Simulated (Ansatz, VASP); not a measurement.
## O: VASP beside Ansatz

File INCAR:

```
  ALGO = Normal
  EDIFF = 1E-6
  ENCUT = 520
  GGA = PE
  ISIF = 2
  ISMEAR = -1
  LASPH = True
  LCHARG = False
  LREAL = False
  LWAVE = False
  NBANDS = 13
  NELM = 80
  PREC = Accurate
  SIGMA = 0.02
```

File KPOINTS:

```
k-points
0
Gamma
  10 10 10
```

POSCAR

```
O
1.0
    1.4420794467      0.8325849567      3.4531511960
   -1.4420794467      0.8325849567      3.4531511960
    0.0000000000     -1.6651699134      3.4531511960
O
2
Direct
    0.0577000000      0.0577000000      0.0577000000
    0.9423000000      0.9423000000      0.9423000000
```

Input for Ansatz:

```yaml
crystal:
  lattice:
    - [1.4420794467, 0.8325849567, 3.453151196]
    - [-1.4420794467, 0.8325849567, 3.453151196]
    - [0.0, -1.6651699134, 3.453151196]
  atoms:
    - { symbol: O, position: [0.0577, 0.0577, 0.0577] }
    - { symbol: O, position: [0.9423, 0.9423, 0.9423] }
kpoints:
  mp_grid: { grid: [10, 10, 10] }
scf:
  occupations: { method: fermi_dirac, width: 0.02 }
hamiltonian:
  xc: pbe
  pseudopotentials: { kind: all_electron, lapw: { basis_error: 0.0005 } }
output:
  forces: true
  stress: true
  eigenvalues: true
```

Change from the starting cell: volume scaled by 1.04.

Alike in both runs: task single point; functional PBE; k mesh 10 × 10 × 10; occupations fermi-dirac, width 0.02 eV; no spin polarisation.

|  | VASP | Ansatz |
| --- | --- | --- |
| version | VASP 6.6.1 | Ansatz 0.2.0 |
| potentials or method | VASP PAW PBE potentials, release 64 (O), cutoff 520 eV | all-electron LAPW, scalar-relativistic |

|  | VASP | Ansatz | Ansatz less VASP |
| --- | --- | --- | --- |
| pressure (GPa) | 4.8 | 1.4 | -3.37 |
| traceless stress, the component that is largest in VASP (GPa) | 22.15 | 14.76 | -7.399 |
| rms of the force components (eV/Å) | 1.624 | 0.780 | -0.8439 |

Atom by atom the forces differ by 0.844 eV/Å (rms over components). Ansatz ran all-electron here, and VASP with PAW potentials.

Noted on VASP's run: the standard files for N, O and F lose accuracy on very short bonds; spin is off for a triplet molecule.
